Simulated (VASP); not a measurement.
# Mg (I4/mmm) in VASP: notebook

Runs on Mg. Level: r2SCAN. Tasks: single point.

Everything below comes from runs of VASP 6.6.1. Logs are shortened: lines on timing, memory, paths and dates and some standing lists are left out, and cuts for length are marked.

### 1 The cell of the first run

Symmetry: I4/mmm, No. 139, tetragonal system. Conventional cell: a = 3.720 Å, b = 3.720 Å, c = 3.403 Å, α = 90.00°, β = 90.00°, γ = 90.00°. Mg (site symmetry 4/mmm) has 14 Mg at 3.13 to 3.72 Å within 4.1 Å.

### 2 Single point, r2SCAN

POSCAR

```
Mg
1.0
   -1.8601521853      1.8601521853      1.7015039757
    1.8601521853     -1.8601521853      1.7015039757
    1.8601521853      1.8601521853     -1.7015039757
Mg
1
Direct
    0.0000000000      0.0000000000      0.0000000000
```

INCAR.step1

```
PREC     = Accurate       # precision mode
ENCUT    = 520            # plane-wave cutoff, eV
ISMEAR   = 0              # smearing method
SIGMA    = 0.01           # smearing width, eV
LREAL    = False          # projectors in reciprocal space
LASPH    = True           # aspherical terms in the spheres
NELM     = 60             # most SCF steps
NBANDS   = 7              # bands
GGA      = PE             # functional
ALGO     = Normal         # electronic algorithm
EDIFF    = 1E-4           # SCF threshold, eV
LWAVE    = True           # write WAVECAR
LCHARG   = False          # write CHGCAR
```

INCAR.step2

```
PREC     = Accurate       # precision mode
ENCUT    = 520            # plane-wave cutoff, eV
EDIFF    = 1E-6           # SCF threshold, eV
ISMEAR   = 0              # smearing method
SIGMA    = 0.01           # smearing width, eV
LREAL    = False          # projectors in reciprocal space
LASPH    = True           # aspherical terms in the spheres
NELM     = 60             # most SCF steps
ALGO     = Normal         # electronic algorithm
ISIF     = 2              # what is computed and relaxed
LWAVE    = False          # write WAVECAR
LCHARG   = False          # write CHGCAR
METAGGA  = R2SCAN         # meta-GGA
LMIXTAU  = True         
NBANDS   = 7              # bands
ISTART   = 1
```

KPOINTS

```
regular mesh
0
Gamma
  11 11 11
```

Potentials or basis: VASP PAW PBE potentials, release 64 (Mg).

Started as:

```
> cat potpaw_PBE.64/Mg/POTCAR > POTCAR
> cp INCAR.step1 INCAR
> mpirun -np 1 vasp_std > vasp.out
> cp INCAR.step2 INCAR
> mpirun -np 1 vasp_std > vasp.out
```

OUTCAR:

```text
PREC = Accurate
   ENCUT = 520
   EDIFF = 1E-6
   ISMEAR = 0
   LREAL = False
   LASPH = True
   NELM = 60
   ISIF = 2
   METAGGA = R2SCAN
   ISTART = 1

 ion  position               nearest neighbor table
   1  0.000  0.000  0.000-

  LATTYP: Found a body centered tetragonal cell.
 ALAT       =     3.7203043706
 C/A-ratio  =     0.9147122419

  Lattice vectors:

 A1 = (  -1.8601521853,   1.8601521853,   1.7015039757)
 A2 = (   1.8601521853,  -1.8601521853,   1.7015039757)
 A3 = (   1.8601521853,   1.8601521853,  -1.7015039757)

Analysis of symmetry for initial positions (statically):
=====================================================================
 Subroutine PRICEL returns:
 Original cell was already a primitive cell.

 Routine SETGRP: Setting up the symmetry group for a
 body centered tetragonal supercell.

 Subroutine GETGRP returns: Found 16 space group operations
 (whereof 16 operations were pure point group operations)
 out of a pool of 16 trial point group operations.

The static configuration has the point symmetry D_4h.

Analysis of symmetry for dynamics (positions and initial velocities):
=====================================================================
 Subroutine PRICEL returns:
 Original cell was already a primitive cell.

 Routine SETGRP: Setting up the symmetry group for a
 body centered tetragonal supercell.

 Subroutine GETGRP returns: Found 16 space group operations
 (whereof 16 operations were pure point group operations)
 out of a pool of 16 trial point group operations.

The dynamic configuration has the point symmetry D_4h.

 Subroutine INISYM returns: Found 16 space group operations
 (whereof 16 operations are pure point group operations),
 and found     1 'primitive' translations

----------------------------------------------------------------------------------------

                                     Primitive cell

  volume of cell :      23.5499

  direct lattice vectors                    reciprocal lattice vectors
    -1.860152185  1.860152185  1.701503976     0.000000000  0.268795211  0.293857674
     1.860152185 -1.860152185  1.701503976     0.268795211  0.000000000  0.293857674
     1.860152185  1.860152185 -1.701503976     0.268795211  0.268795211  0.000000000

  length of vectors
     3.132961552  3.132961552  3.132961552     0.398250170  0.398250170  0.380133834

  position of ions in fractional coordinates (direct lattice)
     0.000000000  0.000000000  0.000000000

  ion indices of the primitive-cell ions
   primitive index   ion index
                 1           1

----------------------------------------------------------------------------------------

 KPOINTS: regular mesh

Automatic generation of k-mesh.
 Grid dimensions read from file:
 generate k-points for:   11   11   11

 Generating k-lattice:

  Cartesian coordinates                     Fractional coordinates (reciprocal lattice)
     0.000000000  0.024435928  0.026714334     0.090909091  0.000000000 -0.000000000
     0.024435928  0.000000000  0.026714334     0.000000000  0.090909091 -0.000000000
     0.024435928  0.024435928  0.000000000     0.000000000  0.000000000  0.090909091

  Length of vectors
     0.036204561  0.036204561  0.034557621

  Shift w.r.t. Gamma in fractional coordinates (k-lattice)
     0.000000000  0.000000000  0.000000000

 Subroutine IBZKPT returns following result:
 ===========================================

 Found    126 irreducible k-points:

 Following reciprocal coordinates:
            Coordinates               Weight
  0.000000  0.000000  0.000000      1.000000
  0.090909  0.000000 -0.000000      8.000000
  0.181818  0.000000 -0.000000      8.000000
  0.272727  0.000000  0.000000      8.000000
  0.363636 -0.000000  0.000000      8.000000
  0.454545 -0.000000  0.000000      8.000000
[... 16 lines left out ...]
 -0.272727  0.181818  0.000000     16.000000
 -0.181818  0.181818  0.000000      4.000000
 [... further k-points ...]
   k-points           NKPTS =    126   k-points in BZ     NKDIM =    126   number of bands    NBANDS=      7
   number of dos      NEDOS =    301   number of ions     NIONS =      1
   total plane-waves  NPLWV =  13824
   dimension x,y,z NGX =    24 NGY =   24 NGZ =   24
   dimension x,y,z NGXF=    48 NGYF=   48 NGZF=   48
   ions per type =               1
   NGX,Y,Z   is equivalent  to a cutoff of  12.74, 12.74, 12.74 a.u.
   NGXF,Y,Z  is equivalent  to a cutoff of  25.47, 25.47, 25.47 a.u.
 SYSTEM =  unknown system
   PREC   = accura    normal or accurate (medium, high low for compatibility)
   ISTART =      1    job   : 0-new  1-cont  2-samecut
   ICHARG =      0    charge: 1-file 2-atom 10-const
   ISPIN  =      1    spin polarized calculation?
   LNONCOLLINEAR =      F non collinear calculations
   LSORBIT =      F    spin-orbit coupling
   LASPH  =      T    aspherical Exc in radial PAW
   ENCUT  =  520.0 eV  38.22 Ry    6.18 a.u.   5.83  5.83  5.83*2*pi/ulx,y,z
   NELM   =     60;   NELMIN=  2; NELMDL=  0     # of ELM steps
   EDIFF  = 0.1E-05   stopping-criterion for ELM
   LREAL  =      F    real-space projection
   EDIFFG = 0.1E-04   stopping-criterion for IOM
   NSW    =      0    number of steps for IOM
   IBRION =     -1    ionic relax: 0-MD 1-quasi-New 2-CG
   NFREE  =      0    steps in history (QN), initial steepest desc. (CG)
   ISIF   =      2    stress and relaxation
   ISYM   =      2    0-nonsym 1-usesym 2-fastsym
   POTIM  = 0.5000    time-step for ionic-motion
   TEBEG  =    0.0;   TEEND  =   0.0 temperature during run
   PSTRESS=    0.0 pullay stress
   NELECT =       2.0000    total number of electrons
   NUPDOWN=      -1.0000    fix difference up-down
   EMIN   =  10.00;   EMAX   =-10.00  energy-range for DOS
   EFERMI =   0.00;   METHOD = LEGACY
   ISMEAR =     0;   SIGMA  =   0.01  broadening in eV -4-tet -1-fermi 0-gaus
   EFERMI_NEDOS =   21; number of points for ismear=-14 and -15
   IALGO  =     38    algorithm
   IMIX   =      4    mixing-type and parameters
     AMIX     =   0.40;   BMIX     =  1.00
     AMIX_MAG =   1.60;   BMIX_MAG =  1.00
  volume/ion in A,a.u.               =      23.55       158.92
  Fermi-wavevector in a.u.,A,eV,Ry     =   0.719595  1.359838  7.045329  0.517817
  Thomas-Fermi vector in A             =   1.808831
   LORBIT       =      0    0 simple, 1 ext, 2 COOP (PROOUT), +10 PAW based schemes
   METAGGA = R2SCAN    functional components
   LHFCALC =     F    Hartree Fock is set to
   AEXX    =    0.0000 exact exchange contribution
   IVDW    =     0    specifies the selected vdW correction
   LEPSILON=     F    determine dielectric tensor
   LRPA    =     F    only Hartree local field effects (RPA)
 non-spin polarized calculation
 Gauss-broadening in eV      SIGMA  =   0.01
  energy-cutoff  :      520.00
  volume of cell :       23.55
 maximum number of plane-waves:       651
   NGX = 11   NGY = 11   NGZ = 11

 number of electron       2.0000000 magnetization

 Free energy of the ion-electron system (eV)
  ---------------------------------------------------
  ext. energy  EPLUGINS =         0.00000000
  ---------------------------------------------------
  free energy    TOTEN  =        -4.11325940 eV

  energy without entropy =       -4.11321139  energy(sigma->0) =       -4.11323540

 E-fermi :   2.5621     XC(G=0):  -8.9584

 val. band max:        2.5535329493   @ k =   0.3636   0.3636   0.0000
 cond. band min:       2.5646487155   @ k =  -0.2727  -0.4545   0.2727
 fundamental gap:      0.0111157662
 Fermi energy:         2.5621449059

 k-point     1 :       0.0000    0.0000    0.0000
  band No.  band energies     occupation
      1      -4.7583      2.00000
      2      15.0604      0.00000
      3      17.0069      0.00000
      4      17.0069      0.00000
      5      17.3393      0.00000
      6      17.5880      0.00000
      7      17.5880      0.00000

 k-point     2 :       0.0909    0.0000   -0.0000
  band No.  band energies     occupation
      1      -4.5476      2.00000
      2      14.2380      0.00000
      3      14.7209      0.00000
      4      15.9277      0.00000
      5      16.0314      0.00000
      6      17.9896      0.00000
      7      18.7102      0.00000

 k-point     3 :       0.1818    0.0000   -0.0000
  band No.  band energies     occupation
      1      -3.9180      2.00000
      2      11.3311      0.00000
      3      13.0637      0.00000
      4      14.4261      0.00000
      5      14.7516      0.00000
      6      16.7782      0.00000
      7      19.4841      0.00000

 k-point     4 :       0.2727    0.0000    0.0000
  band No.  band energies     occupation
      1      -2.8775      2.00000
      2       8.1235      0.00000
      3      12.1176      0.00000
      4      13.2251      0.00000
      5      13.7542      0.00000
      6      15.7487      0.00000
      7      20.1898      0.00000

 k-point     5 :       0.3636   -0.0000    0.0000
  band No.  band energies     occupation
      1      -1.4410      2.00000
      2       5.2278      0.00000
      3      11.4731      0.00000
      4      12.4136      0.00000
      5      13.0886      0.00000
      6      14.9882      0.00000
      7      21.1285      0.00000

 k-point     6 :       0.4545   -0.0000    0.0000
  band No.  band energies     occupation
      1       0.3431      2.00000
      2       2.7122      0.00000
      3      11.1475      0.00000
      4      12.0074      0.00000
      5      12.7585      0.00000
      6      14.5844      0.00000
      7      22.2428      0.00000

 k-point     7 :       0.0909    0.0909   -0.0000
  band No.  band energies     occupation
      1      -4.1088      2.00000
      2      12.8451      0.00000
      3      12.9292      0.00000
      4      13.8084      0.00000
      5      16.6489      0.00000
      6      17.0276      0.00000
      7      18.1320      0.00000
[... 121 lines left out ...]
 k-point    20 :       0.4545    0.1818    0.0000
  band No.  band energies     occupation
      1       0.7362      2.00000
      2       3.4317      0.00000
      3       6.8798      0.00000
      4      11.4730      0.00000
      5      14.8727      0.00000
      6      18.9181      0.00000
      7      20.7309      0.00000

 k-point    21 :      -0.4545    0.1818   -0.0000
  band No.  band energies     occupation
      1      -1.0106      2.00000
      2       5.8310      0.00000
      3       7.2640      0.00000
      4      12.0483      0.00000
      5      15.0899      0.00000
      6      19.3895      0.00000
      7      20.3024      0.00000

 k-point    22 :      -0.3636    0.1818   -0.0000
  band No.  band energies     occupation
      1      -2.4043      2.00000
      2       7.4619      0.00000
      3       9.1674      0.00000
      4      12.9719      0.00000
      5      15.6225      0.00000
      6      18.4577      0.00000
      7      20.5542      0.00000

 k-point    23 :      -0.2727    0.1818    0.0000
  band No.  band energies     occupation
      1      -3.4030      2.00000
      2       8.5664      0.00000
      3      12.2493      0.00000
      4      14.1929      0.00000
      5      16.2185      0.00000
      6      17.4589      0.00000
      7      19.2141      0.00000

 k-point    24 :      -0.1818    0.1818    0.0000
  band No.  band energies     occupation
      1      -3.9922      2.00000
      2       9.9464      0.00000
      3      14.9771      0.00000
      4      15.2536      0.00000
      5      16.3220      0.00000
      6      16.6488      0.00000
      7      18.2155      0.00000

 [... further k-points ...]

------------------------ aborting loop because EDIFF is reached ----------------------------------------

  FORCE on cell =-STRESS in cart. coord.  units (eV):
  Direction    XX          YY          ZZ          XY          YZ          ZX
  --------------------------------------------------------------------------------------
  -------------------------------------------------------------------------------------
  Total       -0.3002058     -0.3002058     -0.1475679      0.0000000     -0.0000000     -0.0000000
  in kB      -20.4239522    -20.4239522    -10.0395085      0.0000000     -0.0000000     -0.0000000
  external PRESSURE =     -16.9624710 kB  Pullay stress =       0.0000000 kB

 VOLUME and BASIS-vectors are now :
 -----------------------------------------------------------------------------
  energy-cutoff  :      520.00
  volume of cell :       23.55
      direct lattice vectors                 reciprocal lattice vectors
    -1.860152185  1.860152185  1.701503976     0.000000000  0.268795211  0.293857674
     1.860152185 -1.860152185  1.701503976     0.268795211  0.000000000  0.293857674
     1.860152185  1.860152185 -1.701503976     0.268795211  0.268795211  0.000000000

 POSITION                                       TOTAL-FORCE (eV/Angst)
 -----------------------------------------------------------------------------------
      0.00000      0.00000      0.00000         0.000000      0.000000      0.000000
 -----------------------------------------------------------------------------------
    total drift:                                0.000000      0.000000      0.000000

  FREE ENERGIE OF THE ION-ELECTRON SYSTEM (eV)
  ---------------------------------------------------
  free  energy   TOTEN  =        -4.1132593999 eV

  energy  without entropy=       -4.1132113947  energy(sigma->0) =       -4.11323540
```

It took 40 s on 1 thread of Intel Xeon Platinum 8488C (Sapphire Rapids), shared host; peak memory 0.15 GiB.

What came out:

| Quantity | Value |
| --- | --- |
| Free energy | -4.1133 eV |
| Pressure | -1.7 GPa |
| Band gap on the k mesh | zero (bands 1 and 2 overlap by 4.39 eV) |

Levels at points of the mesh, in eV from the Fermi level:
```tsv
k point	band 1	band 2	band 3	band 4	band 5
(0.00, 0.00, 0.00)	-7.32	12.50	14.44	14.44	14.78
```

Caveat: the PAW data sets were made with another functional, which shifts forces and pressure a little.

[end of part 1 of 2]

The gap in the log of VASP goes by the Fermi energy; the results here count the filled bands.